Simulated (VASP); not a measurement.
# TiSi2 in VASP: notebook, part 3 of 3

VASP 6.6.1. Earlier steps stand in the parts before.

## 5. Electric field gradients, PBEsol (equal xy, yz and zx shear strains of -1 %)

Input file INCAR:

```
PREC = Accurate
ENCUT = 520
EDIFF = 1E-8
ISMEAR = -1
SIGMA = 0.08
LREAL = False
LASPH = True
NELM = 100
ALGO = Normal
ISIF = 2
LWAVE = False
LCHARG = False
GGA = PS
LEFG = True
NBANDS = 29
```

Input file KPOINTS:

```
regular mesh
0
Gamma
  8 8 8
```

Input file POSCAR:

```
TiSi2
1.0
   -0.0418975000      4.0966925000      4.2409100000
    2.3651925000     -0.0332400000      4.2495675000
    2.3659100000      4.1060675000     -0.0325225000
Ti Si
2 4
Direct
    0.7500000000      0.7500000000      0.7500000000
    0.5000000000      0.5000000000      0.5000000000
    0.0830000000      0.4170000000      0.0830000000
    0.4170000000      0.0830000000      0.4170000000
    0.1670000000      0.8330000000      0.1670000000
    0.8330000000      0.1670000000      0.8330000000
```

Potentials or basis: VASP PAW PBE potentials, release 64 (Ti_sv, Si).

The run is started by

```
cat potpaw_PBE.64/Ti_sv/POTCAR potpaw_PBE.64/Si/POTCAR > POTCAR
mpirun -np 1 vasp_std > vasp.out
```

OUTCAR:

```text
PREC = Accurate
   ENCUT = 520
   EDIFF = 1E-8
   ISMEAR = -1
   LREAL = False
   LASPH = True
   NELM = 100
   ISIF = 2
   GGA = PS

 ion  position               nearest neighbor table
   1  0.750  0.750  0.750-   6 2.52   6 2.53   5 2.54   5 2.55   3 2.74   4 2.74   4 2.74   3 2.74
                             3 2.77   4 2.77
   2  0.500  0.500  0.500-   4 2.52   4 2.53   3 2.54   3 2.55   5 2.74   6 2.74   6 2.74   5 2.74
                             5 2.77   6 2.77
   3  0.083  0.417  0.083-   5 2.52   5 2.54   2 2.54   2 2.55   4 2.74   1 2.74   1 2.74   4 2.75
                             4 2.76   1 2.77
   4  0.417  0.083  0.417-   2 2.52   2 2.53   6 2.55   6 2.55   3 2.74   1 2.74   1 2.74   3 2.75
                             3 2.76   1 2.77
   5  0.167  0.833  0.167-   3 2.52   3 2.54   1 2.54   1 2.55   6 2.74   2 2.74   2 2.74   6 2.75
                             6 2.76   2 2.77
   6  0.833  0.167  0.833-   1 2.52   1 2.53   4 2.55   4 2.55   5 2.74   2 2.74   2 2.74   5 2.75
                             5 2.76   2 2.77

  Warning from LATTYP: Got some problem with cell dimensions!
  Tried to take original basis but could not verify dimensions!
  LATTYP: Found a triclinic cell.
 ALAT       =     4.7390271318
 B/A-ratio  =     1.2567311794
 C/A-ratio  =     1.0071939220
 COS(alpha) =     0.0002403380
 COS(beta)  =     0.4949293544
 COS(gamma) =     0.6071836145

  Lattice vectors:

 A1 = (  -2.3659100000,  -4.1060675000,   0.0325225000)
 A2 = (  -0.0007175000,  -4.1393075000,   4.2820900000)
 A3 = (  -4.7730000000,   0.0238650000,   0.0238650000)

Analysis of symmetry for initial positions (statically):
=====================================================================
 Subroutine PRICEL returns:
 Original cell was already a primitive cell.

 Routine SETGRP: Setting up the symmetry group for a
 triclinic supercell.

 Subroutine GETGRP returns: Found  2 space group operations
 (whereof  1 operations were pure point group operations)
[... 960 lines left out ...]

 VOLUME and BASIS-vectors are now :
 -----------------------------------------------------------------------------
  energy-cutoff  :      520.00
  volume of cell :       83.75
      direct lattice vectors                 reciprocal lattice vectors
    -0.041897500  4.096692500  4.240910000    -0.208322568  0.120961015  0.116892771
     2.365192500 -0.033240000  4.249567500     0.209501819 -0.119781764  0.117778179
     2.365910000  4.106067500 -0.032522500     0.209542913  0.121887517 -0.115672427

 POSITION                                       TOTAL-FORCE (eV/Angst)
 -----------------------------------------------------------------------------------
      3.51690      6.12714      6.34347        -0.065957     -0.066615     -0.062101
      2.34460      4.08476      4.22898         0.065957      0.066615      0.062101
      1.17918      0.66697      2.12137        -0.023550      0.142076      0.002587
      1.16542      3.41779      2.10761        -0.031975     -0.203591     -0.055227
      2.35832      1.34217      4.24269         0.023550     -0.142076     -0.002587
      2.33089      6.82735      4.21526         0.031975      0.203591      0.055227
 -----------------------------------------------------------------------------------
    total drift:                               -0.000000     -0.000000     -0.000000

  FREE ENERGIE OF THE ION-ELECTRON SYSTEM (eV)
  ---------------------------------------------------
  free  energy   TOTEN  =       -43.6816342442 eV

  energy  without entropy=      -43.6384364107  energy(sigma->0) =      -43.66003533

 Electric field gradients (V/A^2)
---------------------------------------------------------------------
 ion       V_xx      V_yy      V_zz      V_xy      V_xz      V_yz
---------------------------------------------------------------------
   1      -2.535    10.065    -7.530    -2.583    -2.752    -1.742
   2      -2.535    10.065    -7.530    -2.583    -2.752    -1.742
   3       1.048    12.525   -13.573    -1.281    25.660    -0.356
   4       1.724    13.127   -14.852    -0.894   -28.178    -0.453
   5       1.048    12.525   -13.573    -1.281    25.660    -0.356
   6       1.724    13.127   -14.852    -0.894   -28.178    -0.453
---------------------------------------------------------------------

 Electric field gradients after diagonalization (V/A^2)
 (convention: |V_zz| > |V_xx| > |V_yy|)
----------------------------------------------------------------------
 ion       V_xx      V_yy      V_zz     asymmetry (V_yy - V_xx)/ V_zz
----------------------------------------------------------------------
   1      -9.118    -1.535    10.653       0.712
   2      -9.118    -1.535    10.653       0.712
   3      20.608    12.341   -32.948       0.251
   4      22.829    13.123   -35.952       0.270
   5      20.608    12.341   -32.948       0.251
   6      22.829    13.123   -35.952       0.270
----------------------------------------------------------------------

           NMR quadrupolar parameters

 Cq : quadrupolar parameter    Cq=e*Q*V_zz/h
 eta: asymmetry parameters     (V_yy - V_xx)/ V_zz
 Q  : nuclear electric quadrupole moment in mb (millibarn)
----------------------------------------------------------------------
 ion       Cq(MHz)       eta       Q (mb)
----------------------------------------------------------------------
   1       0.026       0.712       1.000
   2       0.026       0.712       1.000
   3      -0.080       0.251       1.000
   4      -0.087       0.270       1.000
   5      -0.080       0.251       1.000
   6      -0.087       0.270       1.000
----------------------------------------------------------------------
```

OSZICAR:

```text
N       E                     dE             d eps       ncg     rms          rms(c)
DAV:   1     0.386236387705E+03    0.38624E+03   -0.18769E+04 15080   0.147E+03
DAV:   2    -0.163954370587E+01   -0.38788E+03   -0.37713E+03 15200   0.430E+02
DAV:   3    -0.439168923628E+02   -0.42277E+02   -0.41447E+02 25133   0.119E+02
DAV:   4    -0.471767850639E+02   -0.32599E+01   -0.32417E+01 21382   0.296E+01
DAV:   5    -0.473745059215E+02   -0.19772E+00   -0.19766E+00 22885   0.620E+00    0.193E+01
DAV:   6    -0.443276201628E+02    0.30469E+01   -0.31510E+01 21243   0.406E+01    0.691E+00
DAV:   7    -0.437776617568E+02    0.54996E+00   -0.59830E+00 20389   0.183E+01    0.535E+00
DAV:   8    -0.436941429178E+02    0.83519E-01   -0.77858E-01 20383   0.690E+00    0.122E+00
DAV:   9    -0.436810593642E+02    0.13084E-01   -0.13334E-01 20548   0.310E+00    0.513E-01
DAV:  10    -0.436818810913E+02   -0.82173E-03   -0.58059E-03 20028   0.566E-01    0.230E-01
DAV:  11    -0.436817768540E+02    0.10424E-03   -0.50554E-03 23509   0.531E-01    0.155E-01
DAV:  12    -0.436816351956E+02    0.14166E-03   -0.11139E-03 20811   0.265E-01    0.138E-02
DAV:  13    -0.436816344673E+02    0.72827E-06   -0.28876E-05 19185   0.473E-02    0.151E-02
DAV:  14    -0.436816344651E+02    0.21951E-08   -0.26016E-06 20252   0.137E-02    0.363E-03
DAV:  15    -0.436816342107E+02    0.25448E-06   -0.10083E-06 21955   0.700E-03    0.428E-04
DAV:  16    -0.436816342307E+02   -0.19998E-07   -0.42569E-08 18887   0.140E-03    0.553E-04
DAV:  17    -0.436816342436E+02   -0.12969E-07   -0.29944E-09 11243   0.447E-04    0.236E-04
DAV:  18    -0.436816342442E+02   -0.55570E-09   -0.20636E-09 10938   0.340E-04
   1 F= -.43681634E+02 E0= -.43660035E+02  d E =-.431978E-01
```

Wall time 26 min (1 thread of Oxide Virtual Turin-like, shared host); peak memory 0.58 GiB.

Results:

```yaml
Free_energy: -43.6816 eV
Pressure: -1.6 GPa
Largest_force: 0.213 eV/Å
Band_gap_on_the_k_mesh: zero (bands 20 and 21 overlap by 1.84 eV)
Largest_electric_field_gradient_by_atom: Ti +10.7; Si -32.9, -36.0 (each value once) V/Å²
```

Forces in eV/Å, atoms in the order of the input:
```
Ti  -0.066 -0.067 -0.062
Ti   0.066  0.067  0.062
Si  -0.024  0.142  0.003
Si  -0.032 -0.204 -0.055
Si   0.024 -0.142 -0.003
Si   0.032  0.204  0.055
```

Levels at points of the mesh, in eV from the Fermi level:
```
           k point  band 16  band 17  band 18  band 19  band 20  band 21  band 22  band 23  band 24  band 25
(0.00, 0.00, 0.00)    -2.63    -2.26    -1.92    -1.71    -1.49    -0.94     2.01     3.20     3.28     3.38
(0.50, 0.00, 0.00)    -2.34    -1.96    -1.11    -0.08     0.12     1.02     1.34     1.69     2.19     2.62
(0.00, 0.50, 0.00)    -2.55    -2.00    -1.14    -0.04     0.17     1.03     1.36     1.85     2.26     2.65
(0.50, 0.50, 0.00)    -3.00    -1.63    -1.56    -1.06    -1.02     0.80     0.81     3.19     3.27     3.41
(0.00, 0.00, 0.50)    -2.54    -2.01    -1.06    -0.01     0.17     1.01     1.33     1.81     2.23     2.67
(0.50, 0.00, 0.50)    -2.44    -2.43    -2.33    -0.88    -0.84     1.25     1.27     3.26     3.31     3.37
(0.00, 0.50, 0.50)    -1.30    -1.25    -1.23    -0.66    -0.65     0.90     0.94     2.26     2.31     3.04
(0.50, 0.50, 0.50)    -2.48    -1.95    -1.05    -0.09     0.18     1.09     1.39     1.75     2.32     2.68
```

Electric field gradients, principal values (V/Å²):
| atom | least | middle | greatest (by size) |
| --- | --- | --- | --- |
| 1 Ti | -1.535 | -9.118 | 10.653 |
| 2 Ti | -1.535 | -9.118 | 10.653 |
| 3 Si | 12.341 | 20.608 | -32.948 |
| 4 Si | 13.123 | 22.829 | -35.952 |
| 5 Si | 12.341 | 20.608 | -32.948 |
| 6 Si | 13.123 | 22.829 | -35.952 |

Caveat: the cell differs from its parent crystal (equal xy, yz and zx shear strains of -1 %); without QUAD_EFG the Cq values of the log hold for a quadrupole moment of 1 mb, not for the nuclei; the PAW data sets were made with another functional, which shifts forces and pressure a little.

## 6. Overview

```tsv
cell	gap on the mesh (eV)	pressure (GPa)	largest force (eV/Å)
a = 5.956, b = 4.905, c = 4.780 Å, angles 75.0, 52.5, 50.6°, 6 atoms	none	-1.6	0.21
a = 5.846, b = 4.818, c = 4.695 Å, angles 75.8, 53.0, 51.1°, 6 atoms	none	5.0	0.18
a = 5.897, b = 4.864, c = 4.739 Å, angles 76.7, 53.6, 51.7°, 6 atoms	none	-1.6	0.21
```

Alike in all rows: task electric field gradients; level PBEsol; potentials or basis VASP PAW PBE potentials, release 64 (Ti_sv, Si); no spin polarisation; k mesh 8 × 8 × 8; cutoff (eV) 520; smearing fermi-dirac 0.08 eV.

Caveats: the PAW data sets were made with another functional, which shifts forces and pressure a little; the cell stands under pressure (at least some runs).

Total energies depend on the potentials used, so only differences within one code and one set of settings carry meaning.
